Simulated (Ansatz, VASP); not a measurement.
One calculation of Ga, two programs

```xyz
1
Lattice="0.0000 1.8358 1.8358 1.8358 0.0000 1.8358 1.8358 1.8358 0.0000" Properties=species:S:1:pos:R:3 pbc="T T T"
Ga    0.0000    0.0000    0.0000
```

Alike in both runs: task relaxation of cell and atoms; functional PBEsol; k mesh 10 × 10 × 10; occupations gaussian, width 0.1 eV; no spin polarisation.

|  | VASP | Ansatz |
| --- | --- | --- |
| version | VASP 6.6.1 | Ansatz 0.2.0 |
| potentials or method | VASP PAW PBE potentials, release 64 (Ga_d), cutoff 500 eV | scalar-relativistic, plane waves, PAW |
| valence electrons in the cell | 13 | 13 |

```tsv
	VASP	Ansatz	Ansatz less VASP
gap on the k mesh at the Fermi level, each at its own relaxed structure (eV)	none	none	-
relaxed volume (Å³/atom)	17.75	17.70	-0.052
relaxed cell length with the largest relative difference (Å)	2.928	2.925	-0.0029
```

VASP's potentials were made for PBE, not for PBEsol. A gap of «none» marks a metal or a gap that the smearing closes.

Noted on VASP's run: the volume moved by over 15 % at a fixed basis, so the end points are rough.
